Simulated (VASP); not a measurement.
Wanted: the native input for a VASP 6.6.1 run.

| Item | Value |
| --- | --- |
| Task | single point |
| Functional | PBEsol |
| Potentials or basis | VASP PAW PBE potentials, release 64 (Ti_sv, B) |
| Cutoff | 520 eV |
| k mesh | 22 × 22 × 22 |
| Occupations | gaussian, width 0.15 eV |
| Spin | no spin polarisation |
| Dipole correction | no |
| Further INCAR settings | ALGO = Normal; EDIFF = 1e-06; NBANDS = 14 |

The structure of TiB lies in POSCAR:

```
TiB
1.0
    0.0000000000      2.2824145025      1.7802833120
    2.2824145025      0.0000000000      1.7802833120
    2.2824145025      2.2824145025      0.0000000000
Ti B
1 1
Direct
    0.7500000000      0.7500000000      0.7500000000
    0.0000000000      0.0000000000      0.0000000000
```

This cell differs from its parent crystal: ratio of the length along z to the lengths across it x 0.78, volume and fractional coordinates fixed.

The input as run:

INCAR

```
PREC = Accurate ; ENCUT = 520
EDIFF = 1E-6 ; ISMEAR = 0
SIGMA = 0.15 ; LREAL = F
LASPH = T ; NELM = 80
ALGO = Normal ; ISIF = 2
LWAVE = F ; LCHARG = F
GGA = PS ; NBANDS = 14
```

KPOINTS

```
Automatic mesh
0
Gamma
  22 22 22
```

Potentials or basis: VASP PAW PBE potentials, release 64 (Ti_sv, B).

Command:

```sh
$ cat potpaw_PBE.64/Ti_sv/POTCAR potpaw_PBE.64/B/POTCAR > POTCAR
$ mpirun -np 1 vasp_std > vasp.out
```

It gave:

* Pressure: 103.9 GPa

Caveat: the PAW data sets were made with another functional, which shifts forces and pressure a little.

Run time: 62 s on 1 thread of Intel(R) Xeon(R) 6975P-C (Granite Rapids), with other jobs on the host, peak memory 0.33 GiB.
